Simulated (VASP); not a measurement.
A run of VASP 6.6.1 is set up as follows.

INCAR

```
SYSTEM = AlIn
PREC = Accurate ; ENCUT = 520
EDIFF = 1E-6 ; ISMEAR = -1
SIGMA = 0.05 ; LREAL = .FALSE.
LASPH = .TRUE. ; NELM = 80
ALGO = Normal ; ISIF = 2
LWAVE = .FALSE. ; LCHARG = .FALSE.
GGA = PS ; NBANDS = 15
```

The input KPOINTS:

```
Automatic mesh
0
G
  6 6 3
  0 0 0
```

File POSCAR:

```
AlIn
1.0
    3.0541300000      0.0000000000      0.0000000000
   -1.5270700000      2.6449600000      0.0000000000
    0.0000000000      0.0000000000      5.8280200000
Al In
1 1
Direct
    0.0000000000      0.0000000000      0.0000000000
    0.0000000000      0.0000000000      0.5000000000
```

Potentials or basis: VASP PAW PBE potentials, release 64 (Al, In_d).

Launch:

```sh
$ cat potpaw_PBE.64/Al/POTCAR potpaw_PBE.64/In_d/POTCAR > POTCAR
$ mpirun -np 1 vasp_std > vasp.out
```

(1) Predict the pressure.

(2) What does it give for the band gap on the k mesh?

Answers

(1) -2.3 GPa.

(2) zero (band 8 reaches 7.17 eV, above the bottom of band 9 at 4.80 eV).

Caveat: the k points lie up to 0.40 Å⁻¹ apart; the PAW data sets were made with another functional, which shifts forces and pressure a little; spin-orbit coupling is left out, which moves the levels of the heavy elements.
